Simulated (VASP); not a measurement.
Wanted: the native input for a VASP 6.6.1 run.

```
Task                   : single point
Functional             : PBE
Potentials or basis    : VASP PAW PBE potentials, release 64 (Hf_pv, Ge_d)
Cutoff                 : 520 eV
k mesh                 : 6 × 6 × 4
Occupations            : gaussian, width 0.1 eV
Spin                   : no spin polarisation
Dipole correction      : no
Further INCAR settings : ALGO = Normal; EDIFF = 1e-07; NBANDS = 39
```

The structure of Hf2Ge3 lies in POSCAR:

```
Hf2Ge3
1.0
    4.5600666700      0.0000000000      0.0000000000
   -2.2800333400      3.9491335800      0.0000000000
    0.0000000000      0.0000000000      5.5996101200
Hf Ge
2 3
Direct
    0.3333333300      0.6666666700      0.1568725000
    0.6666666700      0.3333333300      0.8431275000
    0.0000000000      0.0000000000      0.0000000000
    0.3333333300      0.6666666700      0.6449289300
    0.6666666700      0.3333333300      0.3550710700
```

The cell was built from a structure type or drawn by symmetry, and may not be a known phase.

The input as run:

INCAR

```
  PREC = Accurate
  ENCUT = 520
  EDIFF = 1E-7
  ISMEAR = 0
  SIGMA = 0.1
  LREAL = F
  LASPH = T
  NELM = 60
  ALGO = Normal
  ISIF = 2
  LWAVE = F
  LCHARG = F
  GGA = PE
  NBANDS = 39
```

KPOINTS

```
Automatic mesh
0
Gamma
  6 6 4
```

Potentials or basis: VASP PAW PBE potentials, release 64 (Hf_pv, Ge_d).

The run is started by

```console
$ cat potpaw_PBE.64/Hf_pv/POTCAR potpaw_PBE.64/Ge_d/POTCAR > POTCAR
$ mpirun -np 1 vasp_std > vasp.out
```

It gave:

```yaml
Pressure: 3.8 GPa
Largest_force: 0.675 eV/Å
Band_gap_on_the_k_mesh: zero (bands 31 and 32 overlap by 0.76 eV)
```

Caveat: the cell stands under pressure; spin-orbit coupling is left out, which moves the levels of the heavy elements.

Run time: 76 s on 1 thread of AMD EPYC 9R45 96-Core Processor (Zen 5), with other jobs on the host, peak memory 0.23 GiB.
